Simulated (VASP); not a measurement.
# CoO: single point with LDA

Crystal: CoO.

```
Co O
1.0
     0.00000    2.10269    2.10269
     2.10269    0.00000    2.10269
     2.10269    2.10269    0.00000
Co O
1 1
Direct
  0.00000 0.00000 0.00000
  0.50000 0.50000 0.50000
```

| Item | Value |
| --- | --- |
| Program | VASP 6.6.1 |
| Task | single point |
| Functional | LDA |
| Potentials or basis | VASP PAW LDA potentials, release 64 (Co, O) |
| Cutoff | 520 eV |
| k mesh | 11 × 11 × 11 |
| Occupations | fermi-dirac, width 0.05 eV |
| Spin | collinear spin, ferromagnetic start |
| Starting moments | [2.0, 0.0] μB |

```json
{
 "Pressure": "-17.3 GPa",
 "Net moment": "2.44 μB per cell",
 "Site moments": "Co +2.17; O +0.23 μB",
 "Valence electrons inside the program's atomic spheres": "Co 7.92; O 4.93"
}
```

Levels at points of the mesh, in eV from the Fermi level:
Spin up:
| k point | band 7 | band 8 | band 9 | band 10 | band 11 | band 12 |
| --- | --- | --- | --- | --- | --- | --- |
| (0.00, 0.00, 0.00) | -2.86 | -2.82 | -2.82 | 1.17 | 16.74 | 18.29 |
Spin down:
| k point | band 2 | band 3 | band 4 | band 5 | band 6 | band 7 | band 8 | band 9 | band 10 | band 11 |
| --- | --- | --- | --- | --- | --- | --- | --- | --- | --- | --- |
| (0.00, 0.00, 0.00) | -3.07 | -3.07 | -3.07 | -1.20 | -1.20 | -1.20 | -0.56 | -0.56 | 1.61 | 16.83 |

Run time: 32 s on 1 thread of Intel(R) Xeon(R) 6975P-C (Granite Rapids) (shared host), peak memory 0.15 GiB.

Caveat: the cell stands under tension; a cell with one magnetic atom can't hold antiferromagnetic order, which such compounds often take; semilocal functionals often make such compounds metallic where correlation or magnetic order opens a gap, which also shifts bond lengths. With open d or f shells a metallic result of LDA can be an artefact of self-interaction; +U or a hybrid may open a gap.
